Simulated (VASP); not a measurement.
Set up this calculation in VASP 6.6.1, as the native input.

* Task: single point
* Functional: PBE
* Potentials or basis: VASP PAW PBE potentials, release 64 (In_d)
* Cutoff: 520 eV
* k mesh: 10 × 10 × 10
* Occupations: fermi-dirac, width 0.1 eV
* Spin: no spin polarisation
* Dipole correction: no
* Further INCAR settings: ALGO = Normal; EDIFF = 1e-06; NBANDS = 12

The structure of In lies in POSCAR:

```
In
1.0
    3.0909441833      0.0000000000      0.0000000000
    0.0000000000      3.0909441833      0.0000000000
    0.0000000000      0.0000000000      3.0909441833
In
1
Direct
    0.0000000000      0.0000000000      0.0000000000
```

One way to write it, as run:

INCAR

```
SYSTEM = In
ALGO = Normal
EDIFF = 1E-6
ENCUT = 520
GGA = PE
ISIF = 2
ISMEAR = -1
LASPH = .True.
LCHARG = .True.
LELF = .True.
LREAL = .False.
LVHAR = .True.
LWAVE = .False.
NBANDS = 12
NELM = 60
PREC = Accurate
SIGMA = 0.1
```

KPOINTS

```
k-points
0
Gamma
  10 10 10
  0 0 0
```

Potentials or basis: VASP PAW PBE potentials, release 64 (In_d).

Command:

```bash
$ cat potpaw_PBE.64/In_d/POTCAR > POTCAR
$ mpirun -np 1 vasp_std > vasp.out
```

It gave:

```json
{
  "Pressure": "0.0 GPa"
}
```

It took 7.7 s on 1 thread of Intel(R) Xeon(R) Platinum 8559C (Emerald Rapids), on a shared host, peak memory 0.14 GiB.
